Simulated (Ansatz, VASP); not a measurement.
## CsPbBr3 in VASP and in Ansatz

Contents of INCAR:

```
SYSTEM = CsPbBr3
PREC     = Accurate       ! precision mode
ENCUT    = 520            ! plane-wave cutoff, eV
EDIFF    = 1E-6           ! SCF threshold, eV
ISMEAR   = -1             ! smearing method
SIGMA    = 0.02           ! smearing width, eV
LREAL    = .False.        ! projectors in reciprocal space
LASPH    = .True.         ! aspherical terms in the spheres
NELM     = 80             ! most SCF steps
ALGO     = Normal         ! electronic algorithm
ISIF     = 2              ! what is computed and relaxed
LWAVE    = .False.        ! write WAVECAR
LCHARG   = .True.         ! write CHGCAR
GGA      = PE             ! functional
LELF     = .True.         ! ELF
LVHAR    = .True.       
NBANDS   = 30             ! bands
```

KPOINTS

```
regular mesh
0
Gamma
  4 4 4
  0 0 0
```

Contents of POSCAR:

```
CsPbBr3
1.0
    6.0023909327      0.0000000000      0.0000000000
    0.0000000000      6.0023909327      0.0000000000
    0.0000000000      0.0000000000      6.0023909327
Cs Pb Br
1 1 3
Direct
    0.0000000000      0.0000000000      0.0000000000
    0.5000000000      0.5000000000      0.5000000000
    0.5000000000      0.5000000000      0.0000000000
    0.5000000000      0.0000000000      0.5000000000
    0.0000000000      0.5000000000      0.5000000000
```

Input for Ansatz:

```yaml
crystal:
  lattice:
    - [6.0023909327, 0.0, 0.0]
    - [0.0, 6.0023909327, 0.0]
    - [0.0, 0.0, 6.0023909327]
  atoms:
    - { symbol: Cs, position: [0.0, 0.0, 0.0] }
    - { symbol: Pb, position: [0.5, 0.5, 0.5] }
    - { symbol: Br, position: [0.5, 0.5, 0.0] }
    - { symbol: Br, position: [0.5, 0.0, 0.5] }
    - { symbol: Br, position: [0.0, 0.5, 0.5] }
kpoints:
  mp_grid: { grid: [4, 4, 4] }
  band_path:
    path: [[0.0, 0.0, 0.0], [0.0, 0.5, 0.0], [0.5, 0.5, 0.0], [0.5, 0.5, 0.5]]
    npoints: 1
hamiltonian:
  xc: pbe
scf:
  occupations: { method: fermi_dirac, width: 0.02 }
  n_extra_bands: 5
output:
  forces: true
  stress: true
  eigenvalues: true
  write_density: true
  write_potential: true
  elf: true
  volumetric_format: npy
```

Change from the starting cell: hydrostatic strain +1.0%.

Alike in both runs: task single point; functional PBE; k mesh 4 × 4 × 4; occupations fermi-dirac, width 0.02 eV; no spin polarisation.

|  | VASP | Ansatz |
| --- | --- | --- |
| version | VASP 6.6.1 | Ansatz 0.2.0 |
| potentials or method | VASP PAW PBE potentials, release 64 (Cs_sv, Pb_d, Br) | plane waves, PAW |
| plane-wave cutoff (eV) | 520 | 420 |
| valence electrons in the cell | 44 | 44 |

Ansatz gave:

| Property | Result |
| --- | --- |
| gap on the k mesh at the Fermi level (eV) | 1.77 |
| pressure (GPa) | 0.1 |

Question: Which values does VASP return?

Answer: gap on the k mesh at the Fermi level (eV): 1.78; pressure (GPa): 0.1.

The functional is the same, so the differences come from potentials, cutoffs and numerics.

Spin-orbit coupling is off throughout.
